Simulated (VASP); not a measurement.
# Ta16HC in VASP: a series of runs

Ta16HC is run at these levels: PBEsol; tasks: single point.

Everything below comes from runs of VASP 6.6.1. Logs are shortened: lines on timing, memory, paths and dates and some standing lists are left out, and cuts for length are marked.

## 1. The cell of the first run

The cell holds a slab with vacuum, 18 atoms: a = 6.620 Å, b = 6.620 Å, c = 17.965 Å, α = 90.00°, β = 90.00°, γ = 90.00°.

## 2. Single point, PBEsol

File INCAR:

```
SYSTEM = Ta16HC
PREC = Accurate
ENCUT = 520
EDIFF = 1E-6
ISMEAR = -1
SIGMA = 0.05
LREAL = Auto
LASPH = .True.
NELM = 100
ALGO = Normal
ISIF = 2
LWAVE = .False.
LCHARG = .True.
GGA = PS
LELF = .True.
LVHAR = .True.
NBANDS = 106
```

File KPOINTS:

```
Automatic mesh
0
Gamma
  3 3 1
  0 0 0
```

File POSCAR:

```
Ta16HC
1.0
    6.6200000000      0.0000000000      0.0000000000
    0.0000000000      6.6200000000      0.0000000000
    0.0000000000      0.0000000000     17.9650000000
Ta C H
16 1 1
Direct
    0.2500000000      0.2500000000      0.0556637907
    0.7500000000      0.2500000000      0.0556637907
    0.2500000000      0.7500000000      0.0556637907
    0.7500000000      0.7500000000      0.0556637907
   -0.0020996979      0.0003021148      0.1262900083
    0.5253927492     -0.0088821752      0.1390815475
   -0.0049546828      0.4953172205      0.1362927915
    0.4964954683      0.5117824773      0.1346340106
    0.2653172205      0.2407854985      0.2292457556
    0.7385498489      0.2661027190      0.2270080712
    0.2197583082      0.7649244713      0.2293682160
    0.7547432024      0.7488066465      0.2284942945
   -0.0105135952      0.0232628399      0.3167770665
    0.4890785498      0.0220845921      0.3209128862
   -0.0032930514      0.5012990937      0.3105093237
    0.4852416918      0.5016918429      0.3143055942
    0.7668882175      0.2358912387      0.3515224047
    0.6895770393      0.1788217523      0.4012468689
```

Potentials or basis: VASP PAW PBE potentials, release 64 (Ta_pv, C, H).

Started as:

```
cat potpaw_PBE.64/Ta_pv/POTCAR potpaw_PBE.64/C/POTCAR potpaw_PBE.64/H/POTCAR > POTCAR
mpirun -np 1 vasp_std > vasp.out
```

OUTCAR:

```text
SYSTEM = Ta16HC
   PREC = Accurate
   ENCUT = 520
   EDIFF = 1E-6
   ISMEAR = -1
   LREAL = Auto
   LASPH = .True.
   NELM = 100
   ISIF = 2
   GGA = PS

 ion  position               nearest neighbor table
   1  0.250  0.250  0.056-   5 2.67   7 2.75   8 2.77   6 2.92   9 3.12   3 3.31   2 3.31   3 3.31
                             2 3.31
   2  0.750  0.250  0.056-   5 2.65   7 2.71   6 2.72   8 2.80  10 3.08   4 3.31   1 3.31   4 3.31
                             1 3.31
   3  0.250  0.750  0.056-   5 2.67   8 2.68   7 2.79   6 2.85  11 3.13   4 3.31   1 3.31   1 3.31
                             4 3.31
   4  0.750  0.750  0.056-   6 2.65   5 2.65   8 2.70   7 2.75  12 3.11   3 3.31   2 3.31   2 3.31
                             3 3.31
   5  0.998  0.000  0.126-   2 2.65   4 2.65   1 2.67   3 2.67  11 2.83  12 2.96   9 3.01  10 3.05
                             6 3.14   7 3.28   7 3.35  13 3.43   6 3.50
   6  0.525  0.991  0.139-   4 2.65   2 2.72  12 2.73  10 2.79   3 2.85   9 2.88   1 2.92  11 2.99
                             5 3.14   8 3.18  14 3.28   8 3.45   5 3.50
   7  0.995  0.495  0.136-   2 2.71   4 2.75   1 2.75   3 2.79  10 2.80  12 2.84  11 2.86   9 2.97
                            15 3.13   5 3.28   8 3.30   8 3.32   5 3.35
   8  0.496  0.512  0.135-   3 2.68   4 2.70   1 2.77   2 2.80  10 2.82  12 2.87   9 2.91  11 3.01
                             6 3.18  16 3.23   7 3.30   7 3.32   6 3.45
   9  0.265  0.241  0.229-  14 2.65  16 2.73  13 2.81  15 2.88   6 2.88   8 2.91   7 2.97   5 3.01
                             1 3.12  10 3.14  11 3.16  11 3.48  10 3.49
  10  0.739  0.266  0.227-  17 2.25  15 2.76  16 2.78   6 2.79   7 2.80  13 2.82   8 2.82  14 2.86
                             5 3.05   2 3.08   9 3.14  12 3.20  12 3.43   9 3.49
  11  0.220  0.765  0.229-  15 2.71  13 2.78   5 2.83   7 2.86  16 2.91  14 2.96   6 2.99   8 3.01
                            12 3.08   3 3.13   9 3.16   9 3.48  12 3.54
  12  0.755  0.749  0.228-  15 2.72   6 2.73   7 2.84   8 2.87  13 2.87  16 2.87   5 2.96  14 3.02
                            11 3.08   4 3.11  10 3.20  10 3.43  11 3.54
  13  0.989  0.023  0.317-  17 2.13  11 2.78   9 2.81  10 2.82  12 2.87  15 3.17  14 3.31  14 3.31
                             5 3.43  15 3.46
  14  0.489  0.022  0.321-  18 2.22  17 2.38   9 2.65  10 2.86  11 2.96  12 3.02  16 3.18   6 3.28
                            13 3.31  13 3.31  16 3.45
  15  0.997  0.501  0.311-  17 2.44  11 2.71  12 2.72  10 2.76   9 2.88   7 3.13  13 3.17  16 3.23
                            16 3.39  13 3.46
  16  0.485  0.502  0.314-  17 2.65   9 2.73  10 2.78  12 2.87  11 2.91  14 3.18   8 3.23  15 3.23
                            15 3.39  14 3.45
  17  0.767  0.236  0.352-  18 1.10  13 2.13  10 2.25  14 2.38  15 2.44  16 2.65
  18  0.690  0.179  0.401-  17 1.10  14 2.22

  LATTYP: Found a simple tetragonal cell.
 ALAT       =     6.6200000000
 C/A-ratio  =     2.7137462236

  Lattice vectors:

 A1 = (   6.6200000000,   0.0000000000,   0.0000000000)
 A2 = (   0.0000000000,   6.6200000000,   0.0000000000)
 A3 = (   0.0000000000,   0.0000000000,  17.9650000000)

Analysis of symmetry for initial positions (statically):
=====================================================================
 Subroutine PRICEL returns:
 Original cell was already a primitive cell.

 Routine SETGRP: Setting up the symmetry group for a
 simple tetragonal supercell.

 Subroutine GETGRP returns: Found  1 space group operations
 (whereof  1 operations were pure point group operations)
 out of a pool of 16 trial point group operations.

The static configuration has the point symmetry C_1 .

Analysis of symmetry for dynamics (positions and initial velocities):
=====================================================================
 Subroutine PRICEL returns:
 Original cell was already a primitive cell.

 Routine SETGRP: Setting up the symmetry group for a
 simple tetragonal supercell.

 Subroutine GETGRP returns: Found  1 space group operations
 (whereof  1 operations were pure point group operations)
 out of a pool of 16 trial point group operations.

The dynamic configuration has the point symmetry C_1 .

 Subroutine INISYM returns: Found  1 space group operations
 (whereof  1 operations are pure point group operations),
 and found     1 'primitive' translations

----------------------------------------------------------------------------------------

[... 52 lines left out ...]

----------------------------------------------------------------------------------------

 KPOINTS: Automatic mesh

Automatic generation of k-mesh.
 Grid dimensions read from file:
 generate k-points for:    3    3    1

 Generating k-lattice:

  Cartesian coordinates                     Fractional coordinates (reciprocal lattice)
     0.050352467  0.000000000  0.000000000     0.333333333  0.000000000  0.000000000
     0.000000000  0.050352467  0.000000000     0.000000000  0.333333333  0.000000000
     0.000000000  0.000000000  0.055663791     0.000000000  0.000000000  1.000000000

  Length of vectors
     0.050352467  0.050352467  0.055663791

  Shift w.r.t. Gamma in fractional coordinates (k-lattice)
     0.000000000  0.000000000  0.000000000

 Subroutine IBZKPT returns following result:
 ===========================================

 Found      5 irreducible k-points:

 Following reciprocal coordinates:
            Coordinates               Weight
  0.000000  0.000000  0.000000      1.000000
  0.333333  0.000000  0.000000      2.000000
  0.000000  0.333333  0.000000      2.000000
  0.333333  0.333333  0.000000      2.000000
 -0.333333  0.333333  0.000000      2.000000
   k-points           NKPTS =      5   k-points in BZ     NKDIM =      5   number of bands    NBANDS=    106
   number of dos      NEDOS =    301   number of ions     NIONS =     18
   total plane-waves  NPLWV = 350000
   dimension x,y,z NGX =    50 NGY =   50 NGZ =  140
   dimension x,y,z NGXF=   100 NGYF=  100 NGZF=  280
   ions per type =              16   1   1
   NGX,Y,Z   is equivalent  to a cutoff of  12.56, 12.56, 12.96 a.u.
   NGXF,Y,Z  is equivalent  to a cutoff of  25.11, 25.11, 25.91 a.u.
 SYSTEM =  Ta16HC
   PREC   = accura    normal or accurate (medium, high low for compatibility)
   ISTART =      0    job   : 0-new  1-cont  2-samecut
   ICHARG =      2    charge: 1-file 2-atom 10-const
   ISPIN  =      1    spin polarized calculation?
   LNONCOLLINEAR =      F non collinear calculations
   LSORBIT =      F    spin-orbit coupling
   LASPH  =      T    aspherical Exc in radial PAW
   ENCUT  =  520.0 eV  38.22 Ry    6.18 a.u.  12.31 12.31 33.40*2*pi/ulx,y,z
   NELM   =    100;   NELMIN=  2; NELMDL= -5     # of ELM steps
   EDIFF  = 0.1E-05   stopping-criterion for ELM
   LREAL  =      T    real-space projection
   EDIFFG = 0.1E-04   stopping-criterion for IOM
   NSW    =      0    number of steps for IOM
   IBRION =     -1    ionic relax: 0-MD 1-quasi-New 2-CG
   NFREE  =      0    steps in history (QN), initial steepest desc. (CG)
   ISIF   =      2    stress and relaxation
   ISYM   =      2    0-nonsym 1-usesym 2-fastsym
   POTIM  = 0.5000    time-step for ionic-motion
   TEBEG  =    0.0;   TEEND  =   0.0 temperature during run
   PSTRESS=    0.0 pullay stress
   NELECT =     181.0000    total number of electrons
   NUPDOWN=      -1.0000    fix difference up-down
   EMIN   =  10.00;   EMAX   =-10.00  energy-range for DOS
   EFERMI =   0.00;   METHOD = LEGACY
   ISMEAR =    -1;   SIGMA  =   0.05  broadening in eV -4-tet -1-fermi 0-gaus
   EFERMI_NEDOS =   21; number of points for ismear=-14 and -15
   IALGO  =     38    algorithm
   IMIX   =      4    mixing-type and parameters
     AMIX     =   0.40;   BMIX     =  1.00
     AMIX_MAG =   1.60;   BMIX_MAG =  1.00
  volume/ion in A,a.u.               =      43.74       295.17
  Fermi-wavevector in a.u.,A,eV,Ry     =   1.002890  1.895187 13.684581  1.005788
  Thomas-Fermi vector in A             =   2.135406
   LORBIT       =      0    0 simple, 1 ext, 2 COOP (PROOUT), +10 PAW based schemes
   GGA     = PS    functional components
   LHFCALC =     F    Hartree Fock is set to
   AEXX    =    0.0000 exact exchange contribution
   IVDW    =     0    specifies the selected vdW correction
   LEPSILON=     F    determine dielectric tensor
   LRPA    =     F    only Hartree local field effects (RPA)
 non-spin polarized calculation
  energy-cutoff  :      520.00
  volume of cell :      787.31
 maximum number of plane-waves:     21259
 NGX is ok and might be reduce to    50
   NGX = 25   NGY = 25   NGZ = 67

 number of electron     180.9999990 magnetization

 Free energy of the ion-electron system (eV)
  ---------------------------------------------------
  ext. energy  EPLUGINS =         0.00000000
  ---------------------------------------------------
  free energy    TOTEN  =      -197.94040207 eV

  energy without entropy =     -197.76680996  energy(sigma->0) =     -197.85360601

 E-fermi :  -0.0275     XC(G=0):  -5.9759

 val. band max:       -0.0588327251   @ k =   0.0000   0.0000   0.0000
 cond. band min:      -0.0095722323   @ k =   0.3333   0.3333   0.0000
 fundamental gap:      0.0492604928
 Fermi energy:        -0.0275054425

 k-point     1 :       0.0000    0.0000    0.0000
  band No.  band energies     occupation
      1     -35.0246      2.00000
      2     -34.9444      2.00000
      3     -34.9250      2.00000
      4     -34.9077      2.00000
      5     -34.8786      2.00000
      6     -34.8700      2.00000
[... 514 lines left out ...]
    101       0.6435      0.00000
    102       0.7152      0.00000
 [bands above 102 left out]

------------------------ aborting loop because EDIFF is reached ----------------------------------------

  FORCE on cell =-STRESS in cart. coord.  units (eV):
  Direction    XX          YY          ZZ          XY          YZ          ZX
  --------------------------------------------------------------------------------------
  -------------------------------------------------------------------------------------
  Total      -16.2628876    -16.1399335     -1.1945125      0.4205313     -0.8495373     -0.0353099
  in kB      -33.0952025    -32.8449891     -2.4308496      0.8557870     -1.7288201     -0.0718562
  external PRESSURE =     -22.7903471 kB  Pullay stress =       0.0000000 kB

 VOLUME and BASIS-vectors are now :
 -----------------------------------------------------------------------------
  energy-cutoff  :      520.00
  volume of cell :      787.31
      direct lattice vectors                 reciprocal lattice vectors
     6.620000000  0.000000000  0.000000000     0.151057402  0.000000000  0.000000000
     0.000000000  6.620000000  0.000000000     0.000000000  0.151057402  0.000000000
     0.000000000  0.000000000 17.965000000     0.000000000  0.000000000  0.055663791

 POSITION                                       TOTAL-FORCE (eV/Angst)
 -----------------------------------------------------------------------------------
      1.65500      1.65500      1.00000         0.670728     -0.023713      0.021426
      4.96500      1.65500      1.00000        -0.401279      0.238086     -0.216323
      1.65500      4.96500      1.00000         0.252307     -0.039080     -0.097889
      4.96500      4.96500      1.00000        -0.018563     -0.393340     -0.610838
      6.60610      0.00200      2.26880         0.308082      0.244018      1.768902
      3.47810      6.56120      2.49860        -2.345698      0.859233     -0.134869
[... 10 lines left out ...]
      5.07680      1.56160      6.31510        -0.017429      1.141147     -1.506054
      4.56500      1.18380      7.20840        -0.404944     -0.089731      1.264851
 -----------------------------------------------------------------------------------
    total drift:                               -0.003737     -0.009413     -0.007266

  FREE ENERGIE OF THE ION-ELECTRON SYSTEM (eV)
  ---------------------------------------------------
  free  energy   TOTEN  =      -197.9404020666 eV

  energy  without entropy=     -197.7668099557  energy(sigma->0) =     -197.85360601
```

Run time: 17 min. Hardware: 1 thread of Intel Xeon Platinum 8488C (Sapphire Rapids), shared host; peak memory 0.85 GiB.

Results:

```yaml
Free_energy: -197.9404 eV
Largest_force: 2.502 eV/Å
Band_gap_on_the_k_mesh: zero (an odd number of electrons rules out a gap without spin polarisation)
```

Forces in eV/Å, atoms in the order of the input:
```
Ta   0.671 -0.024  0.021
Ta  -0.401  0.238 -0.216
Ta   0.252 -0.039 -0.098
Ta  -0.019 -0.393 -0.611
Ta   0.308  0.244  1.769
Ta  -2.346  0.859 -0.135
Ta   0.407  0.568  0.125
Ta   0.058 -0.668  0.581
Ta  -1.238  0.707 -0.423
Ta   0.827 -1.216 -0.885
Ta   2.313 -0.407 -0.254
Ta  -0.598  0.490  0.455
Ta  -0.074 -0.347 -0.126
Ta   0.555 -0.390 -0.692
Ta  -0.573 -0.838  0.828
Ta   0.280  0.165 -0.097
C   -0.017  1.141 -1.506
H   -0.405 -0.090  1.265
```

Caveat: the PAW data sets were made with another functional, which shifts forces and pressure a little; spin-orbit coupling is left out, which moves the levels of the heavy elements.

## 3. Single point, PBEsol

File INCAR:

```
SYSTEM = Ta16HC
  PREC = Accurate
  ENCUT = 520
  EDIFF = 1E-6
  ISMEAR = -1
  SIGMA = 0.05
  LREAL = Auto
  LASPH = .TRUE.
  NELM = 100
  ALGO = Normal
  ISIF = 2
  LWAVE = .FALSE.
  LCHARG = .TRUE.
  GGA = PS
  LELF = .TRUE.
  LVHAR = .TRUE.
  NBANDS = 106
```

File KPOINTS:

```
regular mesh
0
G
  3 3 1
  0 0 0
```

File POSCAR:

```
Ta16HC
1.0
    6.6200000000      0.0000000000      0.0000000000
    0.0000000000      6.6200000000      0.0000000000
    0.0000000000      0.0000000000     17.9650000000
Ta C H
16 1 1
Direct
    0.2500000000      0.2500000000      0.0556637907
    0.7500000000      0.2500000000      0.0556637907
    0.2500000000      0.7500000000      0.0556637907
    0.7500000000      0.7500000000      0.0556637907
   -0.0054682779     -0.0042447130      0.1244364041
    0.5297280967     -0.0163141994      0.1426662956
   -0.0077492447      0.4961782477      0.1407458948
    0.4918126888      0.5015256798      0.1354522683
    0.2504229607      0.2204682779      0.2208293905
    0.7179154079      0.2762537764      0.2202115224
    0.2343051360      0.7542145015      0.2339771778
    0.7531117825      0.7736102719      0.2267687169
   -0.0027794562      0.0271450151      0.3137934873
    0.5050302115      0.0201963746      0.3213915948
   -0.0214199396      0.4720241692      0.3130364598
    0.4742749245      0.5111631420      0.3158474812
    0.7370090634      0.2417975831      0.3452602282
    0.6564199396      0.2798791541      0.4001725578
```

Potentials or basis: VASP PAW PBE potentials, release 64 (Ta_pv, C, H).

Started as:

```
cat potpaw_PBE.64/Ta_pv/POTCAR potpaw_PBE.64/C/POTCAR potpaw_PBE.64/H/POTCAR > POTCAR
mpirun -np 1 vasp_std > vasp.out
```

Wall time 22 min (1 thread of Intel Xeon Platinum 8488C (Sapphire Rapids), shared host); peak memory 0.85 GiB.

The run converged. Its results:

| Item | Value |
| --- | --- |
| Free energy | -197.3940 eV |
| Largest force | 4.332 eV/Å |
| Band gap on the k mesh | zero (an odd number of electrons rules out a gap without spin polarisation) |

Forces in eV/Å, atoms in the order of the input:
```
Ta   0.273 -0.187  0.025
Ta  -0.419  0.472 -0.451
Ta   0.371 -0.593  0.036
Ta  -0.121 -0.730 -0.577
Ta   0.886  0.396  2.054
Ta  -3.486  1.285 -2.228
Ta   0.429  0.760 -1.009
Ta  -0.313  0.896  0.083
Ta  -0.327  1.850  0.955
Ta   2.004 -1.619  0.945
Ta   0.672 -0.306 -0.467
Ta   0.147 -2.035  1.700
Ta  -1.016  0.301  0.543
Ta  -0.195 -0.720 -0.833
Ta   0.073  0.191 -0.692
Ta   0.615 -0.507 -0.151
C    0.353  0.593  0.142
H    0.053 -0.047 -0.075
```

Levels at points of the mesh, in eV from the Fermi level:
| k point | band 87 | band 88 | band 89 | band 90 | band 91 | band 92 | band 93 | band 94 |
| --- | --- | --- | --- | --- | --- | --- | --- | --- |
| (0.00, 0.00, 0.00) | -0.10 | -0.06 | -0.04 | 0.02 | 0.08 | 0.24 | 0.30 | 0.37 |

Caveat: the atoms stand as in a frame of molecular dynamics; the PAW data sets were made with another functional, which shifts forces and pressure a little; spin-orbit coupling is left out, which moves the levels of the heavy elements.
